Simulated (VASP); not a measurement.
# Rh (Fm-3m) in VASP: notebook

The runs below take Rh through single point, with r2SCAN+D4, r2SCAN+rVV10, r2SCAN.

Program: VASP 6.6.1. These are calculated values, not measurements. Logs are shortened: lines on timing, memory, paths and dates and some standing lists are left out, and cuts for length are marked.

### 1 The cell of the first run

It takes space group Fm-3m (No. 225, cubic). Conventional cell: a = 3.788 Å, b = 3.788 Å, c = 3.788 Å, α = 90.00°, β = 90.00°, γ = 90.00°. Rh (site symmetry m-3m) has 12 Rh at 2.68 Å within 3.5 Å.

### 2 Single point, r2SCAN+D4

File POSCAR:

```
Rh
1.0
    0.0000000000      1.8938545596      1.8938545596
    1.8938545596      0.0000000000      1.8938545596
    1.8938545596      1.8938545596      0.0000000000
Rh
1
Direct
    0.0000000000      0.0000000000      0.0000000000
```

File INCAR.step1:

```
  PREC = Accurate
  ENCUT = 520
  ISMEAR = -1
  SIGMA = 0.05
  LREAL = F
  LASPH = T
  NELM = 100
  NBANDS = 14
  GGA = PE
  ALGO = Normal
  EDIFF = 1E-4
  LWAVE = T
  LCHARG = F
```

File INCAR.step2:

```
  PREC = Accurate
  ENCUT = 520
  EDIFF = 1E-7
  ISMEAR = -1
  SIGMA = 0.05
  LREAL = F
  LASPH = T
  NELM = 100
  ALGO = Normal
  ISIF = 2
  LWAVE = F
  LCHARG = F
  METAGGA = R2SCAN
  LMIXTAU = T
  IVDW = 13
  VDW_S6 = 1.0
  VDW_S8 = 0.6018749
  VDW_A1 = 0.51559235
  VDW_A2 = 5.77342911
  NBANDS = 14
  ISTART = 1
```

File KPOINTS:

```
Automatic mesh
0
Gamma
  12 12 12
```

Potentials or basis: VASP PAW PBE potentials, release 64 (Rh_pv).

Launch:

```bash
$ cat potpaw_PBE.64/Rh_pv/POTCAR > POTCAR
$ cp INCAR.step1 INCAR
$ mpirun -np 1 vasp_std > vasp.out
$ cp INCAR.step2 INCAR
$ mpirun -np 1 vasp_std > vasp.out
```

OUTCAR:

```text
PREC = Accurate
   ENCUT = 520
   EDIFF = 1E-7
   ISMEAR = -1
   LREAL = F
   LASPH = T
   NELM = 100
   ISIF = 2
   METAGGA = R2SCAN
   IVDW = 13
   ISTART = 1

 ion  position               nearest neighbor table
   1  0.000  0.000  0.000-

  LATTYP: Found a face centered cubic cell.
 ALAT       =     3.7877091192

  Lattice vectors:

 A1 = (   0.0000000000,   1.8938545596,   1.8938545596)
 A2 = (   1.8938545596,   0.0000000000,   1.8938545596)
 A3 = (   1.8938545596,   1.8938545596,   0.0000000000)

Analysis of symmetry for initial positions (statically):
[... 33 lines left out ...]
                                     Primitive cell

  volume of cell :      13.5853

  direct lattice vectors                    reciprocal lattice vectors
     0.000000000  1.893854560  1.893854560    -0.264011826  0.264011826  0.264011826
     1.893854560  0.000000000  1.893854560     0.264011826 -0.264011826  0.264011826
     1.893854560  1.893854560  0.000000000     0.264011826  0.264011826 -0.264011826

  length of vectors
     2.678314803  2.678314803  2.678314803     0.457281896  0.457281896  0.457281896

  position of ions in fractional coordinates (direct lattice)
     0.000000000  0.000000000  0.000000000

  ion indices of the primitive-cell ions
   primitive index   ion index
                 1           1

----------------------------------------------------------------------------------------

 KPOINTS: Automatic mesh

Automatic generation of k-mesh.
 Grid dimensions read from file:
 generate k-points for:   12   12   12

 Generating k-lattice:

  Cartesian coordinates                     Fractional coordinates (reciprocal lattice)
    -0.022000985  0.022000985  0.022000985     0.083333333  0.000000000  0.000000000
     0.022000985 -0.022000985  0.022000985     0.000000000  0.083333333  0.000000000
     0.022000985  0.022000985 -0.022000985     0.000000000  0.000000000  0.083333333

  Length of vectors
     0.038106825  0.038106825  0.038106825

  Shift w.r.t. Gamma in fractional coordinates (k-lattice)
     0.000000000  0.000000000  0.000000000

 Subroutine IBZKPT returns following result:
 ===========================================

 Found     72 irreducible k-points:

 Following reciprocal coordinates:
[... 44 lines left out ...]
   EDIFF  = 0.1E-06   stopping-criterion for ELM
   LREAL  =      F    real-space projection
   EDIFFG = 0.1E-05   stopping-criterion for IOM
   NSW    =      0    number of steps for IOM
   IBRION =     -1    ionic relax: 0-MD 1-quasi-New 2-CG
   NFREE  =      0    steps in history (QN), initial steepest desc. (CG)
   ISIF   =      2    stress and relaxation
   ISYM   =      2    0-nonsym 1-usesym 2-fastsym
   POTIM  = 0.5000    time-step for ionic-motion
   TEBEG  =    0.0;   TEEND  =   0.0 temperature during run
   PSTRESS=    0.0 pullay stress
   NELECT =      15.0000    total number of electrons
   NUPDOWN=      -1.0000    fix difference up-down
   EMIN   =  10.00;   EMAX   =-10.00  energy-range for DOS
   EFERMI =   0.00;   METHOD = LEGACY
   ISMEAR =    -1;   SIGMA  =   0.05  broadening in eV -4-tet -1-fermi 0-gaus
   EFERMI_NEDOS =   21; number of points for ismear=-14 and -15
   IALGO  =     38    algorithm
   IMIX   =      4    mixing-type and parameters
     AMIX     =   0.40;   BMIX     =  1.00
     AMIX_MAG =   1.60;   BMIX_MAG =  1.00
  volume/ion in A,a.u.               =      13.59        91.68
  Fermi-wavevector in a.u.,A,eV,Ry     =   1.692058  3.197526 38.954309  2.863061
  Thomas-Fermi vector in A             =   2.773713
   LORBIT       =      0    0 simple, 1 ext, 2 COOP (PROOUT), +10 PAW based schemes
   METAGGA = R2SCAN    functional components
   LHFCALC =     F    Hartree Fock is set to
   AEXX    =    0.0000 exact exchange contribution
   IVDW    =    13    specifies the selected vdW correction
   LEPSILON=     F    determine dielectric tensor
   LRPA    =     F    only Hartree local field effects (RPA)
 non-spin polarized calculation
  energy-cutoff  :      520.00
  volume of cell :       13.59
 maximum number of plane-waves:       380
   NGX =  9   NGY =  9   NGZ =  9

 number of electron      15.0000007 magnetization

 Free energy of the ion-electron system (eV)
  ---------------------------------------------------
  ext. energy  EPLUGINS =         0.00000000
  ---------------------------------------------------
  free energy    TOTEN  =       -24.14053345 eV

  energy without entropy =      -24.13235870  energy(sigma->0) =      -24.13644608

 E-fermi :  11.9639     XC(G=0): -15.3026

 val. band max:       11.9007659356   @ k =  -0.3333   0.3333   0.0000
 cond. band min:      11.9755328767   @ k =   0.3333   0.1667   0.0000
 fundamental gap:      0.0747669411
 Fermi energy:        11.9639191105

 k-point     1 :       0.0000    0.0000    0.0000
  band No.  band energies     occupation
      1     -35.8760      2.00000
      2     -35.8760      2.00000
      3     -35.8760      2.00000
      4       3.6780      2.00000
      5       8.7096      2.00000
      6       8.7096      2.00000
      7       8.7096      2.00000
      8      10.8511      2.00000
      9      10.8511      2.00000
     10      28.6641      0.00000
     11      29.2767      0.00000
     12      34.4848      0.00000
     13      34.4848      0.00000
     14      34.4848      0.00000
[... 377 lines left out ...]
      1     -36.6198      2.00000
      2     -36.1381      2.00000
      3     -36.0191      2.00000
      4       6.2778      2.00000
      5       7.9834      2.00000
      6       9.3011      2.00000
      7       9.8146      2.00000
      8      12.2170      0.01258
      9      16.3588      0.00000
     10      21.2605      0.00000
     11      28.8151      0.00000
     12      29.2765      0.00000
     13      31.8529      0.00000
     14      33.6140      0.00000

 [... further k-points ...]

------------------------ aborting loop because EDIFF is reached ----------------------------------------

  DFT-D4 for vdW energy calculation

  Edisp (eV):   -0.28409

  FORCE on cell =-STRESS in cart. coord.  units (eV):
  Direction    XX          YY          ZZ          XY          YZ          ZX
  --------------------------------------------------------------------------------------
  -------------------------------------------------------------------------------------
  Total       0.10452     0.10452     0.10452     0.00000    -0.00000     0.00000
  in kB      12.32653    12.32653    12.32653     0.00000    -0.00000     0.00000
  external pressure =       12.33 kB  Pullay stress =        0.00 kB

 VOLUME and BASIS-vectors are now :
 -----------------------------------------------------------------------------
  energy-cutoff  :      520.00
  volume of cell :       13.59
      direct lattice vectors                 reciprocal lattice vectors
     0.000000000  1.893854560  1.893854560    -0.264011826  0.264011826  0.264011826
     1.893854560  0.000000000  1.893854560     0.264011826 -0.264011826  0.264011826
     1.893854560  1.893854560  0.000000000     0.264011826  0.264011826 -0.264011826

 POSITION                                       TOTAL-FORCE (eV/Angst)
 -----------------------------------------------------------------------------------
      0.00000      0.00000      0.00000         0.000000      0.000000      0.000000
 -----------------------------------------------------------------------------------
    total drift:                               -0.000000     -0.000000     -0.000000

  FREE ENERGIE OF THE ION-ELECTRON SYSTEM (eV)
  ---------------------------------------------------
  free  energy   TOTEN  =       -24.4246242192 eV

  energy  without entropy=      -24.4164494680  energy(sigma->0) =      -24.42053684
```

OUTCAR.step1:

```text
PREC = Accurate
   ENCUT = 520
   ISMEAR = -1
   LREAL = F
   LASPH = T
   NELM = 100
[... 621 lines left out ...]

 POSITION                                       TOTAL-FORCE (eV/Angst)
 -----------------------------------------------------------------------------------
      0.00000      0.00000      0.00000         0.000000      0.000000      0.000000
 -----------------------------------------------------------------------------------
    total drift:                               -0.000000     -0.000000     -0.000000

  FREE ENERGIE OF THE ION-ELECTRON SYSTEM (eV)
  ---------------------------------------------------
  free  energy   TOTEN  =        -7.2525676850 eV

  energy  without entropy=       -7.2443258616  energy(sigma->0) =       -7.24844677
```

OSZICAR.step1:

```text
N       E                     dE             d eps       ncg     rms          rms(c)
DAV:   1     0.119729555622E+03    0.11973E+03   -0.87511E+03  2022   0.115E+03
DAV:   2    -0.615914053015E+01   -0.12589E+03   -0.12020E+03  2274   0.340E+02
DAV:   3    -0.775186984017E+01   -0.15927E+01   -0.15902E+01  2370   0.421E+01
DAV:   4    -0.775768041412E+01   -0.58106E-02   -0.58104E-02  2358   0.260E+00
DAV:   5    -0.775773127175E+01   -0.50858E-04   -0.50856E-04  2316   0.214E-01    0.104E+01
DAV:   6    -0.727458290953E+01    0.48315E+00   -0.77742E-01  2130   0.124E+01    0.368E+00
DAV:   7    -0.725628064698E+01    0.18302E-01   -0.18472E-02  2292   0.173E+00    0.169E+00
DAV:   8    -0.725271395585E+01    0.35667E-02   -0.33181E-03  2124   0.775E-01    0.223E-01
DAV:   9    -0.725256668315E+01    0.14727E-03   -0.74972E-05  1320   0.121E-01    0.116E-02
DAV:  10    -0.725256768497E+01   -0.10018E-05   -0.54387E-06  1008   0.292E-02
   1 F= -.72525677E+01 E0= -.72484468E+01  d E =-.824182E-02
```

Run time: 32 s. Hardware: 1 thread of AMD EPYC 9R45 (Zen 5), shared host; peak memory 0.1 GiB.

Results:

```
Free energy                : -24.4246 eV
Pressure                   : 1.2 GPa
Dispersion energy per atom : -0.284 eV
```

Caveat: the PAW data sets were made with another functional, which shifts forces and pressure a little; pairwise dispersion overbinds metals, which lowers pressure and volume.

### 3 Single point, r2SCAN+rVV10

File POSCAR:

```
Rh
1.0
    0.0000000000      1.8934895716      1.8934895716
    1.8934895716      0.0000000000      1.8934895716
    1.8934895716      1.8934895716      0.0000000000
Rh
1
Direct
    0.0000000000      0.0000000000      0.0000000000
```

File INCAR.step1:

```
ALGO     = Normal         # electronic algorithm
EDIFF    = 1E-4           # SCF threshold, eV
ENCUT    = 520            # plane-wave cutoff, eV
GGA      = PE             # functional
ISMEAR   = -1             # smearing method
LASPH    = True           # aspherical terms in the spheres
LCHARG   = False          # write CHGCAR
LREAL    = False          # projectors in reciprocal space
LWAVE    = True           # write WAVECAR
NBANDS   = 14             # bands
NELM     = 100            # most SCF steps
PREC     = Accurate       # precision mode
SIGMA    = 0.05           # smearing width, eV
```

File INCAR.step2:

```
ALGO     = Normal         # electronic algorithm
BPARAM   = 11.95        
CPARAM   = 0.0093       
EDIFF    = 1E-6           # SCF threshold, eV
ENCUT    = 520            # plane-wave cutoff, eV
ISIF     = 2              # what is computed and relaxed
ISMEAR   = -1             # smearing method
ISTART   = 1            
IVDW_NL  = 2            
LASPH    = True           # aspherical terms in the spheres
LCHARG   = False          # write CHGCAR
LMIXTAU  = True         
LREAL    = False          # projectors in reciprocal space
LUSE_VDW = True         
LWAVE    = False          # write WAVECAR
METAGGA  = R2SCAN         # meta-GGA
NBANDS   = 14             # bands
NELM     = 100            # most SCF steps
PREC     = Accurate       # precision mode
SIGMA    = 0.05           # smearing width, eV
```

File KPOINTS:

```
k-points
0
Gamma
  12 12 12
```

Potentials or basis: VASP PAW PBE potentials, release 64 (Rh_pv).

Launch:

```bash
$ cat potpaw_PBE.64/Rh_pv/POTCAR > POTCAR
$ cp INCAR.step1 INCAR
$ mpirun -np 1 vasp_std > vasp.out
$ cp INCAR.step2 INCAR
$ mpirun -np 1 vasp_std > vasp.out
```

Run time: 31 s. Hardware: 1 thread of AMD EPYC 9R45 (Zen 5), shared host; peak memory 0.15 GiB.

The run converged. Its results:

```yaml
Free_energy: -23.8463 eV
Pressure: 1.6 GPa
```

Levels at points of the mesh, in eV from the Fermi level:
```tsv
k point	band 4	band 5	band 6	band 7	band 8	band 9	band 10	band 11
(0.00, 0.00, 0.00)	-8.32	-3.26	-3.26	-3.26	-1.11	-1.11	16.68	17.29
(0.50, 0.00, 0.00)	-6.48	-3.38	-3.38	0.58	0.58	0.84	9.19	16.23
(0.50, 0.50, 0.00)	-6.70	-6.32	0.51	1.05	1.05	3.46	13.01	14.05
```

Caveat: the PAW data sets were made with another functional, which shifts forces and pressure a little.

### 4 Single point, r2SCAN

This run uses another cell than the first one, of 13.71 Å³/atom, 1.009 times its volume.

File POSCAR:

```
Rh
1.0
    0.0000000000      1.8996393431      1.8996393431
    1.8996393431      0.0000000000      1.8996393431
    1.8996393431      1.8996393431      0.0000000000
Rh
1
Direct
    0.0000000000      0.0000000000      0.0000000000
```

INCAR.step1: that of step 3 with these lines changed.

```diff
@@ -10,3 +10,3 @@
 NBANDS   = 14             # bands
-NELM     = 100            # most SCF steps
+NELM     = 60             # most SCF steps
 PREC     = Accurate       # precision mode
```

File INCAR.step2:

```
ALGO     = Normal         # electronic algorithm
EDIFF    = 1E-7           # SCF threshold, eV
ENCUT    = 520            # plane-wave cutoff, eV
ISIF     = 2              # what is computed and relaxed
ISMEAR   = -1             # smearing method
ISTART   = 1            
LASPH    = True           # aspherical terms in the spheres
LCHARG   = False          # write CHGCAR
LMIXTAU  = True         
LREAL    = False          # projectors in reciprocal space
LWAVE    = False          # write WAVECAR
METAGGA  = R2SCAN         # meta-GGA
NBANDS   = 14             # bands
NELM     = 60             # most SCF steps
PREC     = Accurate       # precision mode
SIGMA    = 0.05           # smearing width, eV
```

KPOINTS is that of step 3.

Launch:

```bash
$ cat potpaw_PBE.64/Rh_pv/POTCAR > POTCAR
$ cp INCAR.step1 INCAR
$ mpirun -np 1 vasp_std > vasp.out
$ cp INCAR.step2 INCAR
$ mpirun -np 1 vasp_std > vasp.out
```

Run time: 36 s. Hardware: 1 thread of AMD EPYC 9R45 (Zen 5), shared host; peak memory 0.1 GiB.

It converged, with:

```
Free energy : -24.1426 eV
Pressure    : 1.2 GPa
```

Levels at points of the mesh, in eV from the Fermi level:
```tsv
k point	band 4	band 5	band 6	band 7	band 8	band 9	band 10	band 11
(0.00, 0.00, 0.00)	-8.21	-3.21	-3.21	-3.21	-1.10	-1.10	16.71	17.33
(0.50, 0.00, 0.00)	-6.38	-3.32	-3.32	0.57	0.57	0.89	9.10	16.26
(0.50, 0.50, 0.00)	-6.59	-6.22	0.49	1.03	1.03	3.47	12.89	14.01
```

Caveat: the PAW data sets were made with another functional, which shifts forces and pressure a little.

### 5 Overview

| level | cell | gap on the mesh (eV) | pressure (GPa) |
| --- | --- | --- | --- |
| r2SCAN+D4 | a = 2.678 Å, angles 60.0°, 1 atom | none | 1.2 |
| r2SCAN+rVV10 | a = 2.678 Å, angles 60.0°, 1 atom | none | 1.6 |
| r2SCAN | a = 2.686 Å, angles 60.0°, 1 atom | none | 1.2 |

Alike in all rows: task single point; potentials or basis VASP PAW PBE potentials, release 64 (Rh_pv); no spin polarisation; k mesh 12 × 12 × 12; cutoff (eV) 520; smearing fermi-dirac 0.05 eV.

Caveats: the PAW data sets were made with another functional, which shifts forces and pressure a little; pairwise dispersion overbinds metals, which lowers pressure and volume (some runs).

Absolute energies hang on the potentials; compare differences alone.
